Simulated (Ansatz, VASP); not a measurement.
# Two plane-wave programs on BN

Contents of INCAR:

```
ALGO = Normal
EDIFF = 1E-7
ENCUT = 520
GGA = PE
ISIF = 2
ISMEAR = 0
LASPH = T
LCHARG = T
LELF = T
LREAL = F
LVHAR = T
LWAVE = F
NBANDS = 16
NELM = 60
PREC = Accurate
SIGMA = 0.05
```

File KPOINTS:

```
k-points
0
Gamma
  6 6 6
```

The input POSCAR:

```
BN
1.0
    0.0000000000     -1.8123937734     -1.8123937734
   -1.8123937734      0.0000000000     -1.8123937734
    1.8123937734      1.8123937734     -3.6247875468
B N
2 2
Direct
    0.0057114973      0.0048607380      0.0000000000
    0.4942885027      0.4951392620      0.5000000000
    0.3808449482      0.3799743107      0.8750000000
    0.8691550518      0.8700256893      0.3750000000
```

Input for Ansatz:

```yaml
crystal:
  lattice:
    - [0.0, -1.8123937734, -1.8123937734]
    - [-1.8123937734, 0.0, -1.8123937734]
    - [1.8123937734, 1.8123937734, -3.6247875468]
  atoms:
    - { symbol: B, position: [0.0057114973, 0.004860738, 0.0] }
    - { symbol: B, position: [0.4942885027, 0.495139262, 0.5] }
    - { symbol: "N", position: [0.3808449482, 0.3799743107, 0.875] }
    - { symbol: "N", position: [0.8691550518, 0.8700256893, 0.375] }
basis:
  ecutwfc: 520.0
kpoints:
  mp_grid: { grid: [6, 6, 6] }
hamiltonian:
  xc: pbe
scf:
  occupations: { method: gaussian, width: 0.05 }
output:
  forces: true
  stress: true
  eigenvalues: true
```

Change from the starting cell: mode 4 frozen in at -0.017 Å and mode 5 at -0.017 Å (largest displacements).

Alike in both runs: task single point; functional PBE; k mesh 6 × 6 × 6; occupations gaussian, width 0.05 eV; no spin polarisation.

|  | VASP | Ansatz |
| --- | --- | --- |
| version | VASP 6.6.1 | Ansatz 0.2.0 |
| potentials or method | VASP PAW PBE potentials, release 64 (B, N), cutoff 520 eV | scalar-relativistic, plane waves, PAW |
| valence electrons in the cell | 16 | 16 |

```csv
,VASP,Ansatz,Ansatz less VASP
gap on the k mesh at the Fermi level (eV),4.44,4.45,+0.011
least direct gap on the mesh (eV),6.37,6.38,+0.012
pressure (GPa),0.2,0.0,-0.21
"traceless stress, the component that is largest in VASP (GPa)",-0.13,-0.13,0.000
rms of the force components (eV/Å),0.147,0.147,+0.0001
```

Atom by atom the forces differ by 0.000 eV/Å (rms over components).

The k mesh is coarse, so the values compare programs but aren't converged.
